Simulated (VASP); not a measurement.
A run of VASP 6.6.1:

POSCAR

```
C
1.0
    0.0000000000      1.8150376185      1.8150376185
    1.8150376185      0.0000000000      1.8150376185
    1.8150376185      1.8150376185      0.0000000000
C
2
Direct
    0.0000000000      0.0000000000      0.0000000000
    0.2500000000      0.2500000000      0.2500000000
```

The input INCAR.step1:

```
SYSTEM = C
PREC = Accurate ; ENCUT = 660
ISMEAR = 0 ; SIGMA = 0.01
LREAL = .False. ; LASPH = .True.
NELM = 120 ; NBANDS = 11
GGA = PE ; ALGO = Normal
EDIFF = 1E-5 ; LWAVE = .True.
LCHARG = .False. ; GGA_COMPAT = .False.
```

The input INCAR.step2:

```
SYSTEM = C
PREC = Accurate ; ENCUT = 660
EDIFF = 1E-6 ; ISMEAR = 0
SIGMA = 0.01 ; LREAL = .False.
LASPH = .True. ; NELM = 120
ALGO = Normal ; ISIF = 2
LWAVE = .False. ; LCHARG = .True.
METAGGA = R2SCAN ; LMIXTAU = .True.
LELF = .True. ; LVHAR = .True.
NBANDS = 11 ; ISTART = 1
GGA_COMPAT = .False.
```

Contents of KPOINTS:

```
regular mesh
0
Gamma
  10 10 10
  0 0 0
```

Potentials or basis: VASP PAW PBE potentials, release 64 (C).

Command:

```console
$ cat potpaw_PBE.64/C/POTCAR > POTCAR
$ cp INCAR.step1 INCAR
$ mpirun -np 1 vasp_std > vasp.out
$ cp INCAR.step2 INCAR
$ mpirun -np 1 vasp_std > vasp.out
```

Hardware: 1 thread of Intel Xeon 8259CL (shared host).

Task: Estimate the wall time of this run.

Result: Wall time 40 s on 1 thread of Intel Xeon 8259CL (shared host), peak memory 0.13 GiB. Counts: k points 47.
